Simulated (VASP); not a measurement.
A run of VASP 6.6.1:

Contents of POSCAR:

```
HfO2
1.0
    0.0000000000      2.5575000000      2.5575000000
    2.5575000000      0.0000000000      2.5575000000
    2.5575000000      2.5575000000      0.0000000000
Hf O
1 2
Direct
    0.0040470404      0.0040470404      0.0040470404
    0.2274252094      0.2274252094      0.2274252094
    0.7274252094      0.7274252094      0.7274252094
```

The input INCAR.step1:

```
  PREC = Accurate
  ENCUT = 520
  ISMEAR = 0
  SIGMA = 0.05
  LREAL = False
  LASPH = True
  NELM = 60
  NBANDS = 18
  GGA = PE
  ALGO = Normal
  EDIFF = 1E-4
  LWAVE = True
  LCHARG = False
```

File INCAR.step2:

```
  PREC = Accurate
  ENCUT = 520
  EDIFF = 1E-6
  ISMEAR = 0
  SIGMA = 0.05
  LREAL = False
  LASPH = True
  NELM = 60
  ALGO = Normal
  ISIF = 2
  LWAVE = False
  LCHARG = True
  METAGGA = R2SCAN
  LMIXTAU = True
  LELF = True
  LVHAR = True
  NBANDS = 18
  ISTART = 1
```

The input KPOINTS:

```
Automatic mesh
0
Gamma
  8 8 8
```

Potentials or basis: VASP PAW PBE potentials, release 64 (Hf_pv, O).

Run with:

```console
$ cat potpaw_PBE.64/Hf_pv/POTCAR potpaw_PBE.64/O/POTCAR > POTCAR
$ cp INCAR.step1 INCAR
$ mpirun -np 1 vasp_std > vasp.out
$ cp INCAR.step2 INCAR
$ mpirun -np 1 vasp_std > vasp.out
```

Hardware: 1 thread of Intel(R) Xeon(R) 6975P-C (Granite Rapids) (shared host).

How long does it take, and how much memory?

It took 76 s on 1 thread of Intel(R) Xeon(R) 6975P-C (Granite Rapids), with other jobs on the host, peak memory 0.19 GiB. Counts: k points 65.
